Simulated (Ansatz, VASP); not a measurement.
# One calculation of GaP, two programs

INCAR

```
PREC = Accurate ; ENCUT = 520
EDIFF = 1E-7 ; ISMEAR = 0
SIGMA = 0.05 ; LREAL = False
LASPH = True ; NELM = 60
ALGO = Normal ; ISIF = 2
LWAVE = False ; LCHARG = True
GGA = CA ; LELF = True
LVHAR = True ; NBANDS = 26
```

File KPOINTS:

```
regular mesh
0
Gamma
  9 9 9
```

The input POSCAR:

```
GaP
1.0
    1.9214296035      1.1093378988      5.6516930357
   -1.9214296035      1.1093378988      5.6516930357
    0.0000000000     -2.2186757976      5.6516930357
Ga P
2 2
Direct
    0.4359784395      0.4359784395      0.4359784395
    0.5640215605      0.5640215605      0.5640215605
    0.0580350955      0.0580350955      0.0580350955
    0.9419649045      0.9419649045      0.9419649045
```

Input for Ansatz:

```yaml
crystal:
  lattice:
    - [1.9214296035, 1.1093378988, 5.6516930357]
    - [-1.9214296035, 1.1093378988, 5.6516930357]
    - [0.0, -2.2186757976, 5.6516930357]
  atoms:
    - { symbol: Ga, position: [0.4359784395, 0.4359784395, 0.4359784395] }
    - { symbol: Ga, position: [0.5640215605, 0.5640215605, 0.5640215605] }
    - { symbol: P, position: [0.0580350955, 0.0580350955, 0.0580350955] }
    - { symbol: P, position: [0.9419649045, 0.9419649045, 0.9419649045] }
basis:
  ecutwfc: 420
kpoints:
  mp_grid: { grid: [9, 9, 9] }
hamiltonian:
  xc: lda
  pseudopotentials: { kind: paw, azcp: { folder: soft_1 } }
scf:
  occupations: { method: gaussian, width: 0.05 }
output:
  forces: true
  stress: true
  eigenvalues: true
```

Alike in both runs: task single point; functional LDA; k mesh 9 × 9 × 9; occupations gaussian, width 0.05 eV; no spin polarisation.

|  | VASP | Ansatz |
| --- | --- | --- |
| version | VASP 6.6.1 | Ansatz 0.2.0 |
| potentials or method | VASP PAW LDA potentials, release 64 (Ga_d, P), cutoff 520 eV | scalar-relativistic, plane waves, PAW |
| valence electrons in the cell | 36 | 36 |

Ansatz gave:

* gap on the k mesh at the Fermi level (eV): 0.36
* least direct gap on the mesh (eV): 0.39
* pressure (GPa): 12.4
* traceless stress, the component that is largest in VASP (GPa): 26.46
* rms of the force components (eV/Å): 1.608

Problem. Estimate VASP's values.

Solution. gap on the k mesh at the Fermi level (eV): 0.36; least direct gap on the mesh (eV): 0.40; pressure (GPa): 12.4; traceless stress, the component that is largest in VASP (GPa): 26.34; rms of the force components (eV/Å): 1.576.

Ansatz warns that its potentials were made for another functional, while VASP's fit it. LDA's correlation is that of Perdew and Zunger in VASP and of Perdew and Wang (1992) in Ansatz. Atom by atom the forces differ by 0.046 eV/Å (rms over components).
